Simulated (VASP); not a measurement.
Set up this calculation in VASP 6.6.1, as the native input.

```yaml
Task: single point
Functional: r2SCAN
Potentials_or_basis: VASP PAW PBE potentials, release 64 (Sr_sv, Te)
Cutoff: 550 eV
k_mesh: 6 × 6 × 6
Occupations: gaussian, width 0.05 eV
Spin: no spin polarisation
Dipole_correction: no
Further_INCAR_settings: ALGO = Normal; EDIFF = 1e-06; NBANDS = 15
```

The system is SrTe.

```xyz
2
Lattice="0.0000 3.3078 3.3078 3.3078 0.0000 3.3078 3.3078 3.3078 0.0000" Properties=species:S:1:pos:R:3 pbc="T T T"
Sr    3.3078    3.3078    3.3078
Te    0.0000    0.0000    0.0000
```

The input as run:

POSCAR

```
SrTe
1.0
    0.0000000000      3.3077672378      3.3077672378
    3.3077672378      0.0000000000      3.3077672378
    3.3077672378      3.3077672378      0.0000000000
Sr Te
1 1
Direct
    0.5000000000      0.5000000000      0.5000000000
    0.0000000000      0.0000000000      0.0000000000
```

INCAR.step1

```
PREC = Accurate ; ENCUT = 550
ISMEAR = 0 ; SIGMA = 0.05
LREAL = False ; LASPH = True
NELM = 120 ; NBANDS = 15
GGA = PE ; ALGO = Normal
EDIFF = 1E-5 ; LWAVE = True
LCHARG = False ; GGA_COMPAT = False
```

INCAR.step2

```
PREC = Accurate ; ENCUT = 550
EDIFF = 1E-6 ; ISMEAR = 0
SIGMA = 0.05 ; LREAL = False
LASPH = True ; NELM = 120
ALGO = Normal ; ISIF = 2
LWAVE = False ; LCHARG = False
METAGGA = R2SCAN ; LMIXTAU = True
NBANDS = 15 ; ISTART = 1
GGA_COMPAT = False
```

KPOINTS

```
Automatic mesh
0
Gamma
  6 6 6
```

Potentials or basis: VASP PAW PBE potentials, release 64 (Sr_sv, Te).

Run with:

```bash
$ cat potpaw_PBE.64/Sr_sv/POTCAR potpaw_PBE.64/Te/POTCAR > POTCAR
$ cp INCAR.step1 INCAR
$ mpirun -np 1 vasp_std > vasp.out
$ cp INCAR.step2 INCAR
$ mpirun -np 1 vasp_std > vasp.out
```

Results of the run:

The pressure is 1.7 GPa and the band gap on the k mesh is 2.04 eV (least direct gap 2.81 eV).

Caveat: the PAW data sets were made with another functional, which shifts forces and pressure a little; spin-orbit coupling is left out, which moves the levels of the heavy elements.

Run time: 2.1 min on 1 thread of Intel Xeon 8259CL (shared host), peak memory 0.23 GiB.
